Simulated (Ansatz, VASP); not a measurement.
Co in VASP and in Ansatz

INCAR

```
ALGO = Normal
EDIFF = 1E-6
ENCUT = 690
GGA = PS
GGA_COMPAT = F
ISIF = 2
ISMEAR = -1
LASPH = T
LCHARG = T
LELF = T
LREAL = F
LVHAR = T
LWAVE = F
NBANDS = 14
NELM = 120
PREC = Accurate
SIGMA = 0.1
```

KPOINTS

```
k-points
0
Gamma
  16 16 16
```

POSCAR

```
Co
1.0
    2.2194371068      0.0000000000      0.0000000000
    0.0000000000      2.2194371068      0.0000000000
    0.0000000000      0.0000000000      2.2194371068
Co
1
Direct
    0.0000000000      0.0000000000      0.0000000000
```

Input for Ansatz:

```yaml
crystal:
  lattice:
    - [2.2194371068, 0.0, 0.0]
    - [0.0, 2.2194371068, 0.0]
    - [0.0, 0.0, 2.2194371068]
  atoms:
    - { symbol: Co, position: [0.0, 0.0, 0.0] }
hamiltonian:
  xc: pbesol
  pseudopotentials:
    kind: paw
    azcp:
      Co: "pseudopotentials/Co.paw.azcp"
basis:
  ecutwfc: 420
  fft_grid_basis: typed
kpoints:
  mp_grid: { grid: [16, 16, 16], shift: [0, 0, 0] }
magnetization:
  spin_polarized: false
scf:
  occupations: { method: fermi_dirac, width: 0.1 }
  lower_state_search: "off"
output:
  stress: true
```

Alike in both runs: task single point; functional PBEsol; k mesh 16 × 16 × 16; occupations fermi-dirac, width 0.1 eV; no spin polarisation.

```csv
,VASP,Ansatz
version,VASP 6.6.1,Ansatz 0.2.0
potentials or method,"VASP PAW PBE potentials, release 64 (Co_sv), cutoff 690 eV","plane waves (420 eV) with PAW, scalar-relativistic"
valence electrons in the cell,17,17
```

|  | VASP | Ansatz | Ansatz less VASP |
| --- | --- | --- | --- |
| pressure (GPa) | 8.5 | 9.4 | +0.99 |

VASP's potentials were made for PBE, not for PBEsol, and Ansatz warns of the same on its side.
